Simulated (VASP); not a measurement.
# Al13Si3C3N13 (P1) in VASP: further runs, part 2 of 2

VASP 6.6.1. Earlier steps stand in the parts before.

**3. Single point, PBEsol**

This run uses another cell than the first one, of 10.49 Å³/atom.

Input file INCAR:

```
PREC = Accurate
ENCUT = 700
EDIFF = 1E-6
ISMEAR = -1
SIGMA = 0.05
LREAL = Auto
LASPH = T
NELM = 120
ALGO = Normal
ISIF = 2
LWAVE = F
LCHARG = F
GGA = PS
NBANDS = 246
ISYM = -1
GGA_COMPAT = F
```

Input file KPOINTS:

```
explicit points
1
Reciprocal
  0.25000000   0.25000000   0.25000000 1
```

Input file POSCAR:

```
Al13Si3C3N13
1.0
    9.3189416433      0.0000000000      0.0000000000
    0.0000000000     10.7963581565      0.0000000000
    0.0000000000      0.0000000000     10.0069806004
Al Si C N
39 9 9 39
Direct
    0.1674690000      0.0834840000      0.2495380000
    0.1658170000      0.0841070000      0.7483090000
    0.9977620000      0.3365710000      0.2486830000
    0.0012510000      0.3326290000      0.7474000000
    0.4998910000      0.0830740000      0.7501330000
    0.3310650000      0.3351200000      0.2417880000
    0.3327350000      0.3356310000      0.7454910000
    0.1713570000      0.5886490000      0.2483110000
    0.1651570000      0.5848990000      0.7495820000
    0.0008800000      0.8313440000      0.7500890000
    0.8348470000      0.0800550000      0.2464350000
    0.8354830000      0.0839680000      0.7476710000
    0.6691630000      0.3341840000      0.2498460000
    0.6660390000      0.3338550000      0.7488230000
    0.4997770000      0.5856880000      0.2466550000
    0.5026510000      0.5802790000      0.7495250000
    0.3322380000      0.8310500000      0.2507890000
    0.8325080000      0.5830350000      0.2449370000
    0.8347690000      0.5853360000      0.7459230000
    0.6674610000      0.8314580000      0.2480020000
    0.6652840000      0.8286950000      0.7516910000
    0.0010540000      0.1670010000      0.4992730000
    0.3349710000      0.1668610000      0.9992980000
    0.1655010000      0.4180370000      0.5005520000
    0.1646750000      0.4192440000      0.9997480000
    0.9996390000      0.6654940000      0.5000760000
    0.0014120000      0.6678780000      0.9979270000
    0.6690430000      0.1665880000      0.5026890000
    0.6631360000      0.1663830000      0.9999300000
    0.5003220000      0.4172270000      0.5007380000
    0.3338500000      0.6625160000      0.9949450000
    0.1682710000      0.9164040000      0.5031330000
    0.1655550000      0.9161930000      0.9992220000
    0.8340740000      0.4164980000      0.0001740000
    0.6675820000      0.6657000000      0.5022650000
    0.6694950000      0.6634070000      0.0002930000
    0.4998030000      0.9139150000      0.5021650000
    0.4989770000      0.9165650000      0.9991090000
    0.8352580000      0.9148540000      0.9950210000
    0.4976020000      0.0841000000      0.2516070000
    0.9990770000      0.8342810000      0.2479290000
    0.3341220000      0.8324260000      0.7477240000
    0.0007140000      0.1673880000      0.0005340000
    0.3314890000      0.1691380000      0.4990720000
    0.5000870000      0.4159000000      0.9987470000
    0.3345850000      0.6668070000      0.5011580000
    0.8346190000      0.4177320000      0.5003300000
    0.8305060000      0.9179210000      0.5026390000
    0.0008700000      0.1671920000      0.1833050000
    0.0018670000      0.1667720000      0.6878000000
    0.3369330000      0.6709280000      0.1841440000
    0.3360720000      0.6749860000      0.6851690000
    0.8312030000      0.9140630000      0.6818050000
    0.3338050000      0.3251060000      0.4379480000
    0.3405150000      0.3359330000      0.9433740000
    0.8333940000      0.5749610000      0.4403430000
    0.8367430000      0.5815270000      0.9386870000
    0.3439080000      0.1569880000      0.1915430000
    0.3370300000      0.1626520000      0.6778130000
    0.1615990000      0.4221670000      0.1913000000
    0.1648800000      0.4204580000      0.6894220000
    0.0006800000      0.6800770000      0.1956340000
    0.0030400000      0.6691000000      0.6862120000
    0.6549300000      0.1598420000      0.1963340000
    0.6624040000      0.1666380000      0.6904700000
    0.5055370000      0.4156140000      0.1807540000
    0.5031670000      0.4160450000      0.6878300000
    0.1581320000      0.9130620000      0.1949240000
    0.1782650000      0.9129390000      0.6931090000
    0.8309020000      0.4151550000      0.1882990000
    0.8315980000      0.4150460000      0.6796720000
    0.6664650000      0.6692890000      0.1912560000
    0.6637380000      0.6660220000      0.6897750000
    0.4998200000      0.9287990000      0.1957680000
    0.4906940000      0.9148640000      0.6921740000
    0.8410180000      0.9097080000      0.1900250000
    0.1793990000      0.0818890000      0.4410300000
    0.1615380000      0.0849560000      0.9436990000
    0.9897480000      0.3370110000      0.4410610000
    0.9982960000      0.3229420000      0.9412930000
    0.4927120000      0.0836410000      0.4345630000
    0.4999270000      0.0801330000      0.9386730000
    0.1764230000      0.5912990000      0.4425260000
    0.1656700000      0.5847580000      0.9378800000
    0.9926670000      0.8422610000      0.4301910000
    0.0032500000      0.8362340000      0.9399540000
    0.8298810000      0.0728340000      0.4368380000
    0.8378200000      0.0876520000      0.9464290000
    0.6766900000      0.3337680000      0.4420600000
    0.6598070000      0.3337340000      0.9434010000
    0.4919130000      0.5885680000      0.4417230000
    0.5032590000      0.5728650000      0.9411920000
    0.3337300000      0.8272800000      0.4426490000
    0.3336720000      0.8362920000      0.9278160000
    0.6726430000      0.8399850000      0.4391800000
    0.6633180000      0.8346070000      0.9442280000
```

Potentials or basis: VASP PAW PBE potentials, release 64 (Al, Si, C, N).

Started as:

```console
$ cat potpaw_PBE.64/Al/POTCAR potpaw_PBE.64/Si/POTCAR potpaw_PBE.64/C/POTCAR potpaw_PBE.64/N/POTCAR > POTCAR
$ mpirun -np 1 vasp_std > vasp.out
```

Wall time 11 min (1 thread of Intel Xeon Platinum 8488C (Sapphire Rapids), shared host); peak memory 1.4 GiB.

Results (log left out):

- Free energy: -744.0933 eV
- Pressure: -0.1 GPa
- Largest force: 0.048 eV/Å
- Band gap on the k mesh: 3.64 eV

Forces on the atoms (eV/Å):
```
Al   0.009 -0.001  0.001
Al   0.016 -0.008  0.004
Al   0.001 -0.007 -0.001
Al  -0.006  0.007  0.001
Al  -0.003 -0.006  0.006
Al  -0.006 -0.002 -0.007
Al   0.004 -0.005 -0.009
Al  -0.013 -0.003  0.000
Al  -0.004 -0.003  0.001
Al   0.004  0.008  0.008
Al  -0.010  0.003 -0.002
Al  -0.012  0.004  0.010
Al  -0.004 -0.014  0.003
Al   0.009 -0.006  0.006
Al   0.009 -0.010  0.003
Al   0.001 -0.007  0.006
Al   0.001  0.021  0.002
Al   0.007  0.002 -0.010
Al   0.001 -0.006 -0.009
Al  -0.003  0.017 -0.002
Al  -0.005  0.010  0.007
Al   0.000 -0.009 -0.017
Al  -0.001 -0.011  0.011
Al  -0.004  0.003 -0.005
Al  -0.013 -0.004  0.001
Al   0.012  0.011 -0.002
Al   0.011  0.015  0.012
Al   0.001 -0.006 -0.003
Al   0.005 -0.001  0.006
Al   0.006  0.002 -0.009
Al   0.003  0.010 -0.009
Al  -0.005 -0.004 -0.008
Al   0.005 -0.002  0.010
Al   0.007 -0.018  0.000
Al  -0.011  0.011 -0.002
Al  -0.019  0.010  0.007
Al  -0.002  0.004 -0.008
Al  -0.007 -0.002  0.016
Al  -0.003  0.003  0.001
Si   0.003 -0.005  0.009
Si   0.001  0.020 -0.001
Si  -0.004  0.002  0.008
Si  -0.002 -0.009 -0.004
Si   0.004  0.001  0.001
Si   0.007  0.013 -0.002
Si   0.001  0.007  0.000
Si  -0.003 -0.006  0.000
Si  -0.002 -0.005  0.000
C   -0.003  0.009  0.016
C   -0.002  0.003  0.007
C    0.002 -0.009 -0.004
C    0.001 -0.031  0.009
C    0.003  0.000  0.025
C   -0.001  0.022 -0.007
C   -0.011 -0.004 -0.007
C   -0.001  0.016 -0.007
C    0.000  0.004 -0.005
N   -0.028  0.021 -0.013
N   -0.004  0.002  0.027
N   -0.002  0.001 -0.002
N   -0.001  0.000  0.004
N   -0.001 -0.046 -0.011
N    0.001 -0.005  0.009
N    0.026  0.015 -0.007
N    0.009  0.003  0.007
N   -0.003  0.002  0.015
N   -0.005  0.005  0.002
N    0.023  0.008 -0.008
N   -0.019  0.013  0.004
N    0.005  0.007 -0.009
N    0.004  0.002  0.028
N   -0.001 -0.015 -0.009
N    0.002  0.001  0.002
N    0.000 -0.031 -0.009
N    0.020  0.008  0.001
N   -0.022  0.011 -0.011
N   -0.017 -0.006 -0.006
N    0.020 -0.006 -0.011
N    0.017 -0.007 -0.008
N   -0.002  0.034 -0.011
N    0.013 -0.004  0.014
N   -0.004  0.011 -0.003
N   -0.020 -0.014 -0.007
N   -0.001 -0.006 -0.006
N    0.015 -0.010  0.013
N   -0.007 -0.015 -0.009
N    0.002  0.021 -0.002
N   -0.015 -0.009 -0.013
N   -0.015 -0.003 -0.001
N    0.018  0.001 -0.007
N    0.024 -0.016 -0.009
N    0.003  0.024 -0.010
N   -0.004  0.010 -0.012
N   -0.001 -0.010  0.018
N   -0.011 -0.016 -0.005
N    0.005 -0.018 -0.004
```

Stress tensor (GPa, compression positive):
```
-0.09  0.12  0.22
 0.12 -0.07 -0.14
 0.22 -0.14 -0.05
```

Levels at points of the mesh, in eV from the valence-band top:
| k point | band 190 | band 191 | band 192 | band 193 | band 194 | band 195 |
| --- | --- | --- | --- | --- | --- | --- |
| (0.25, 0.25, 0.25) | -0.27 | -0.16 | 0.00 | 3.64 | 3.68 | 3.77 |

Caveat: the PAW data sets were made with another functional, which shifts forces and pressure a little; a shifted mesh leaves out Γ, where band edges can lie.
